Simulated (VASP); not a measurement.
# SiC (P6_3mc) in VASP: a series of runs

The runs below take SiC through single point, with LDA.

Everything below comes from runs of VASP 6.6.1. Logs are shortened: lines on timing, memory, paths and dates and some standing lists are left out, and cuts for length are marked.

**1. The cell of the first run**

The structure is hexagonal, space group P6_3mc (No. 186). Conventional cell: a = 2.995 Å, b = 2.995 Å, c = 5.076 Å, α = 90.00°, β = 90.00°, γ = 120.00°. Si (site symmetry 3m) has 4 C at 1.84 to 1.91 Å within 2.4 Å. Within 2.4 Å of C (site symmetry 3m) lie 4 Si at 1.84 to 1.91 Å.

**2. Single point, LDA (in-plane strain -0.02)**

Contents of INCAR:

```
SYSTEM = SiC
PREC = Accurate
ENCUT = 520
EDIFF = 1E-6
ISMEAR = 0
SIGMA = 0.01
LREAL = .FALSE.
LASPH = .TRUE.
NELM = 100
ALGO = Normal
ISIF = 2
LWAVE = .FALSE.
LCHARG = .FALSE.
GGA = CA
NBANDS = 16
```

Contents of KPOINTS:

```
regular mesh
0
G
  8 8 4
  0 0 0
```

Contents of POSCAR:

```
SiC
1.0
    2.9952346229      0.0000000000      0.0000000000
   -1.4976173115      2.5939492737      0.0000000000
    0.0000000000      0.0000000000      5.0761044761
Si C
2 2
Direct
    0.3333333333      0.6666666667      0.0045956273
    0.6666666667      0.3333333333      0.5045956273
    0.3333333333      0.6666666667      0.3804043727
    0.6666666667      0.3333333333      0.8804043727
```

Potentials or basis: VASP PAW LDA potentials, release 64 (Si, C).

The run is started by

```sh
> cat potpaw_LDA.64/Si/POTCAR potpaw_LDA.64/C/POTCAR > POTCAR
> mpirun -np 1 vasp_std > vasp.out
```

OUTCAR:

```text
SYSTEM = SiC
   PREC = Accurate
   ENCUT = 520
   EDIFF = 1E-6
   ISMEAR = 0
   LREAL = .FALSE.
   LASPH = .TRUE.
   NELM = 100
   ISIF = 2
   GGA = CA

 ion  position               nearest neighbor table
   1  0.333  0.667  0.005-   4 1.84   4 1.84   4 1.84   3 1.91   2 3.07   2 3.07   2 3.07   2 3.07
                             2 3.07   2 3.07
   2  0.667  0.333  0.505-   3 1.84   3 1.84   3 1.84   4 1.91   1 3.07   1 3.07   1 3.07   1 3.07
                             1 3.07   1 3.07
   3  0.333  0.667  0.380-   2 1.84   2 1.84   2 1.84   1 1.91
   4  0.667  0.333  0.880-   1 1.84   1 1.84   1 1.84   2 1.91

  LATTYP: Found a hexagonal cell.
 ALAT       =     2.9952346229
 C/A-ratio  =     1.6947268295

  Lattice vectors:

 A1 = (   2.9952346229,   0.0000000000,   0.0000000000)
 A2 = (  -1.4976173115,   2.5939492737,   0.0000000000)
 A3 = (   0.0000000000,   0.0000000000,   5.0761044761)

Analysis of symmetry for initial positions (statically):
=====================================================================
 Subroutine PRICEL returns:
 Original cell was already a primitive cell.

 Routine SETGRP: Setting up the symmetry group for a
 hexagonal supercell.

 Subroutine GETGRP returns: Found 12 space group operations
 (whereof  6 operations were pure point group operations)
 out of a pool of 24 trial point group operations.

The static configuration has the point symmetry C_3v.
 The point group associated with its full space group is C_6v.

Analysis of symmetry for dynamics (positions and initial velocities):
=====================================================================
 Subroutine PRICEL returns:
 Original cell was already a primitive cell.

 Routine SETGRP: Setting up the symmetry group for a
 hexagonal supercell.

 Subroutine GETGRP returns: Found 12 space group operations
 (whereof  6 operations were pure point group operations)
 out of a pool of 24 trial point group operations.

The dynamic configuration has the point symmetry C_3v.
 The point group associated with its full space group is C_6v.

 Subroutine INISYM returns: Found 12 space group operations
 (whereof  6 operations are pure point group operations),
 and found     1 'primitive' translations

----------------------------------------------------------------------------------------

                                     Primitive cell

  volume of cell :      39.4387

  direct lattice vectors                    reciprocal lattice vectors
     2.995234623  0.000000000  0.000000000     0.333863662  0.192756275  0.000000000
    -1.497617311  2.593949274  0.000000000     0.000000000  0.385512550  0.000000000
     0.000000000  0.000000000  5.076104476     0.000000000  0.000000000  0.197001461

  length of vectors
     2.995234623  2.995234623  5.076104476     0.385512550  0.385512550  0.197001461

  position of ions in fractional coordinates (direct lattice)
     0.333333333  0.666666667  0.004595627
     0.666666667  0.333333333  0.504595627
     0.333333333  0.666666667  0.380404373
     0.666666667  0.333333333  0.880404373

  ion indices of the primitive-cell ions
   primitive index   ion index
                 1           1
                 2           2
                 3           3
                 4           4

----------------------------------------------------------------------------------------

 KPOINTS: regular mesh

Automatic generation of k-mesh.
 Grid dimensions read from file:
 generate k-points for:    8    8    4

 Generating k-lattice:

  Cartesian coordinates                     Fractional coordinates (reciprocal lattice)
     0.041732958  0.024094534  0.000000000     0.125000000  0.000000000  0.000000000
     0.000000000  0.048189069  0.000000000     0.000000000  0.125000000  0.000000000
     0.000000000  0.000000000  0.049250365     0.000000000  0.000000000  0.250000000

  Length of vectors
     0.048189069  0.048189069  0.049250365

  Shift w.r.t. Gamma in fractional coordinates (k-lattice)
     0.000000000  0.000000000  0.000000000

 Subroutine IBZKPT returns following result:
 ===========================================

 Found     30 irreducible k-points:

 Following reciprocal coordinates:
            Coordinates               Weight
  0.000000  0.000000  0.000000      1.000000
  0.125000  0.000000  0.000000      6.000000
  0.250000  0.000000  0.000000      6.000000
  0.375000  0.000000  0.000000      6.000000
  0.500000  0.000000  0.000000      3.000000
  0.125000  0.125000  0.000000      6.000000
[... 16 lines left out ...]
  0.250000  0.000000  0.500000      6.000000
  0.375000  0.000000  0.500000      6.000000
 [... further k-points ...]
   k-points           NKPTS =     30   k-points in BZ     NKDIM =     30   number of bands    NBANDS=     16
   number of dos      NEDOS =    301   number of ions     NIONS =      4
   total plane-waves  NPLWV =  23040
   dimension x,y,z NGX =    24 NGY =   24 NGZ =   40
   dimension x,y,z NGXF=    48 NGYF=   48 NGZF=   80
   ions per type =               2   2
   NGX,Y,Z   is equivalent  to a cutoff of  13.32, 13.32, 13.10 a.u.
   NGXF,Y,Z  is equivalent  to a cutoff of  26.64, 26.64, 26.20 a.u.
 SYSTEM =  SiC
   PREC   = accura    normal or accurate (medium, high low for compatibility)
   ISTART =      0    job   : 0-new  1-cont  2-samecut
   ICHARG =      2    charge: 1-file 2-atom 10-const
   ISPIN  =      1    spin polarized calculation?
   LNONCOLLINEAR =      F non collinear calculations
   LSORBIT =      F    spin-orbit coupling
   LASPH  =      T    aspherical Exc in radial PAW
   ENCUT  =  520.0 eV  38.22 Ry    6.18 a.u.   5.57  5.57  9.44*2*pi/ulx,y,z
   NELM   =    100;   NELMIN=  2; NELMDL= -5     # of ELM steps
   EDIFF  = 0.1E-05   stopping-criterion for ELM
   LREAL  =      F    real-space projection
   EDIFFG = 0.1E-04   stopping-criterion for IOM
   NSW    =      0    number of steps for IOM
   IBRION =     -1    ionic relax: 0-MD 1-quasi-New 2-CG
   NFREE  =      0    steps in history (QN), initial steepest desc. (CG)
   ISIF   =      2    stress and relaxation
   ISYM   =      2    0-nonsym 1-usesym 2-fastsym
   POTIM  = 0.5000    time-step for ionic-motion
   TEBEG  =    0.0;   TEEND  =   0.0 temperature during run
   PSTRESS=    0.0 pullay stress
   NELECT =      16.0000    total number of electrons
   NUPDOWN=      -1.0000    fix difference up-down
   EMIN   =  10.00;   EMAX   =-10.00  energy-range for DOS
   EFERMI =   0.00;   METHOD = LEGACY
   ISMEAR =     0;   SIGMA  =   0.01  broadening in eV -4-tet -1-fermi 0-gaus
   EFERMI_NEDOS =   21; number of points for ismear=-14 and -15
   IALGO  =     38    algorithm
   IMIX   =      4    mixing-type and parameters
     AMIX     =   0.40;   BMIX     =  1.00
     AMIX_MAG =   1.60;   BMIX_MAG =  1.00
  volume/ion in A,a.u.               =       9.86        66.54
  Fermi-wavevector in a.u.,A,eV,Ry     =   1.211920  2.290196 19.983550  1.468749
  Thomas-Fermi vector in A             =   2.347420
   LORBIT       =      0    0 simple, 1 ext, 2 COOP (PROOUT), +10 PAW based schemes
   GGA     = CA    functional components
   LHFCALC =     F    Hartree Fock is set to
   AEXX    =    0.0000 exact exchange contribution
   IVDW    =     0    specifies the selected vdW correction
   LEPSILON=     F    determine dielectric tensor
   LRPA    =     F    only Hartree local field effects (RPA)
 non-spin polarized calculation
 Gauss-broadening in eV      SIGMA  =   0.01
  energy-cutoff  :      520.00
  volume of cell :       39.44
 maximum number of plane-waves:      1087
 NGX is ok and might be reduce to    24
   NGX = 11   NGY = 11   NGZ = 19

 number of electron      15.9999999 magnetization

 Free energy of the ion-electron system (eV)
  ---------------------------------------------------
  ext. energy  EPLUGINS =         0.00000000
  ---------------------------------------------------
  free energy    TOTEN  =       -33.19470015 eV

  energy without entropy =      -33.19470015  energy(sigma->0) =      -33.19470015

 E-fermi :   8.8672     XC(G=0): -11.7563

 val. band max:        8.8190337795   @ k =   0.0000   0.0000   0.0000
 cond. band min:      11.0301116637   @ k =   0.3750   0.2500   0.0000
 fundamental gap:      2.2110778842
 Fermi energy:         8.8671900341

 k-point     1 :       0.0000    0.0000    0.0000
  band No.  band energies     occupation
      1      -7.0963      2.00000
      2      -3.5700      2.00000
      3      -0.2748      2.00000
      4       7.6384      2.00000
      5       7.6384      2.00000
      6       8.5001      2.00000
[... 8 lines left out ...]
     15      18.0321      0.00000
     16      20.2170      0.00000

 k-point     2 :       0.1250    0.0000    0.0000
  band No.  band energies     occupation
      1      -6.8073      2.00000
      2      -3.3179      2.00000
      3      -0.0029      2.00000
      4       6.2229      2.00000
      5       7.1780      2.00000
      6       7.8488      2.00000
[... 8 lines left out ...]
     15      18.6534      0.00000
     16      18.8163      0.00000

 k-point     3 :       0.2500    0.0000    0.0000
  band No.  band energies     occupation
      1      -5.9569      2.00000
      2      -2.6080      2.00000
      3       0.7615      2.00000
      4       3.6416      2.00000
      5       5.7713      2.00000
      6       6.3616      2.00000
[... 8 lines left out ...]
     15      19.0926      0.00000
     16      19.9677      0.00000

 k-point     4 :       0.3750    0.0000    0.0000
  band No.  band energies     occupation
      1      -4.6261      2.00000
      2      -1.7798      2.00000
      3       1.0038      2.00000
      4       2.3498      2.00000
      5       3.5768      2.00000
      6       5.7436      2.00000
[... 8 lines left out ...]
     15      20.0131      0.00000
     16      21.2171      0.00000

 k-point     5 :       0.5000    0.0000    0.0000
  band No.  band energies     occupation
      1      -3.4645      2.00000
      2      -2.0392      2.00000
      3       0.7781      2.00000
      4       2.1812      2.00000
      5       3.2131      2.00000
      6       5.3507      2.00000
[... 8 lines left out ...]
     15      18.9017      0.00000
     16      21.4837      0.00000

 k-point     6 :       0.1250    0.1250    0.0000
  band No.  band energies     occupation
      1      -6.2370      2.00000
      2      -2.8344      2.00000
      3       0.5203      2.00000
      4       4.6492      2.00000
      5       5.7549      2.00000
      6       6.9213      2.00000
[... 8 lines left out ...]
     15      19.0017      0.00000
     16      19.4554      0.00000
[... 267 lines left out ...]
 k-point    21 :       0.0000    0.0000    0.5000
  band No.  band energies     occupation
      1      -5.9151      2.00000
      2      -5.9151      2.00000
      3       3.9982      2.00000
      4       3.9982      2.00000
      5       8.1863      2.00000
      6       8.1863      2.00000
[... 8 lines left out ...]
     15      18.0586      0.00000
     16      18.0586      0.00000

 k-point    22 :       0.1250    0.0000    0.5000
  band No.  band energies     occupation
      1      -5.6334      2.00000
      2      -5.6334      2.00000
      3       4.1313      2.00000
      4       4.1313      2.00000
      5       7.0288      2.00000
      6       7.0288      2.00000
[... 8 lines left out ...]
     15      18.6043      0.00000
     16      18.6043      0.00000

 k-point    23 :       0.2500    0.0000    0.5000
  band No.  band energies     occupation
      1      -4.8095      2.00000
      2      -4.8095      2.00000
      3       3.7433      2.00000
      4       3.7433      2.00000
      5       5.5318      2.00000
      6       5.5318      2.00000
[... 8 lines left out ...]
     15      19.7010      0.00000
     16      19.7010      0.00000

 k-point    24 :       0.3750    0.0000    0.5000
  band No.  band energies     occupation
      1      -3.5534      2.00000
      2      -3.5534      2.00000
      3       1.6272      2.00000
      4       1.6272      2.00000
      5       5.9135      2.00000
      6       5.9135      2.00000
[... 8 lines left out ...]
     15      20.6309      0.00000
     16      20.6309      0.00000

 [... further k-points ...]

------------------------ aborting loop because EDIFF is reached ----------------------------------------

  FORCE on cell =-STRESS in cart. coord.  units (eV):
  Direction    XX          YY          ZZ          XY          YZ          ZX
  --------------------------------------------------------------------------------------
  -------------------------------------------------------------------------------------
  Total        3.5430949      3.5430949     -1.3175684     -0.0000000      0.0000000      0.0000000
  in kB      143.9363497    143.9363496    -53.5255180     -0.0000000      0.0000000      0.0000000
  external PRESSURE =      78.1157271 kB  Pullay stress =       0.0000000 kB

 VOLUME and BASIS-vectors are now :
 -----------------------------------------------------------------------------
  energy-cutoff  :      520.00
  volume of cell :       39.44
      direct lattice vectors                 reciprocal lattice vectors
     2.995234623  0.000000000  0.000000000     0.333863662  0.192756275  0.000000000
    -1.497617311  2.593949274  0.000000000     0.000000000  0.385512550  0.000000000
     0.000000000  0.000000000  5.076104476     0.000000000  0.000000000  0.197001461

 POSITION                                       TOTAL-FORCE (eV/Angst)
 -----------------------------------------------------------------------------------
     -0.00000      1.72930      0.02333         0.000000     -0.000000      0.341845
      1.49762      0.86465      2.56138        -0.000000      0.000000      0.341845
     -0.00000      1.72930      1.93097        -0.000000     -0.000000     -0.341845
      1.49762      0.86465      4.46902         0.000000      0.000000     -0.341845
 -----------------------------------------------------------------------------------
    total drift:                               -0.000000      0.000000      0.000511

  FREE ENERGIE OF THE ION-ELECTRON SYSTEM (eV)
  ---------------------------------------------------
  free  energy   TOTEN  =       -33.1947001528 eV

  energy  without entropy=      -33.1947001528  energy(sigma->0) =      -33.19470015
```

Wall time 29 s (1 thread of AMD EPYC 7R43 (Zen 3), shared host); peak memory 0.1 GiB.

What came out:

```
Free energy            : -33.1947 eV
Pressure               : 7.8 GPa
Largest force          : 0.342 eV/Å
Band gap on the k mesh : 2.21 eV, indirect (least direct gap 4.26 eV)
```

Forces in eV/Å, atoms in the order of the input:
```
Si   0.000  0.000  0.342
Si   0.000  0.000  0.342
C    0.000  0.000 -0.342
C    0.000  0.000 -0.342
```

Caveat: the cell differs from its parent crystal (in-plane strain -0.02).

**3. Single point, LDA (in-plane strain -0.01, then relaxed in part)**

Contents of INCAR:

```
SYSTEM = SiC
  PREC = Accurate
  ENCUT = 520
  EDIFF = 1E-7
  ISMEAR = 0
  SIGMA = 0.01
  LREAL = .FALSE.
  LASPH = .TRUE.
  NELM = 100
  ALGO = Normal
  ISIF = 2
  LWAVE = .FALSE.
  LCHARG = .TRUE.
  LELF = .TRUE.
  LVHAR = .TRUE.
  NBANDS = 16
```

KPOINTS is that of step 2.

Contents of POSCAR:

```
SiC
1.0
    3.0257982415      0.0000000000      0.0000000000
   -1.5128991208      2.6204181439      0.0000000000
    0.0000000000      0.0000000000      5.0267097413
Si C
2 2
Direct
    0.3333333333      0.6666666667      0.0053062076
    0.6666666667      0.3333333333      0.5053062076
    0.3333333333      0.6666666667      0.3796937924
    0.6666666667      0.3333333333      0.8796937924
```

Potentials or basis: VASP PAW LDA potentials, release 64 (Si, C).

The run is started by

```sh
> cat potpaw_LDA.64/Si/POTCAR potpaw_LDA.64/C/POTCAR > POTCAR
> mpirun -np 1 vasp_std > vasp.out
```

Run time: 28 s. Hardware: 1 thread of AMD EPYC 7R43 (Zen 3), shared host; peak memory 0.11 GiB.

It converged, with:

| Property | Result |
| --- | --- |
| Free energy | -33.2568 eV |
| Pressure | 4.8 GPa |
| Band gap on the k mesh | 2.25 eV, indirect (least direct gap 4.04 eV) |

Stress tensor (GPa, compression positive):
```
6.94 0.00 0.00
0.00 6.94 0.00
0.00 0.00 0.39
```

Levels at points of the mesh, in eV from the valence-band top:
| k point | band 6 | band 7 | band 8 | band 9 | band 10 | band 11 |
| --- | --- | --- | --- | --- | --- | --- |
| (0.00, 0.00, 0.00) | -0.25 | 0.00 | 0.00 | 5.24 | 6.32 | 6.84 |
| (0.50, 0.00, 0.00) | -3.47 | -3.36 | -1.24 | 2.80 | 4.04 | 7.08 |
| (0.00, 0.00, 0.50) | -0.69 | -0.69 | -0.69 | 6.26 | 6.26 | 7.51 |
| (0.50, 0.00, 0.50) | -2.49 | -2.47 | -2.47 | 3.21 | 3.21 | 5.25 |

Caveat: the cell differs from its parent crystal (in-plane strain -0.01, then relaxed in part).
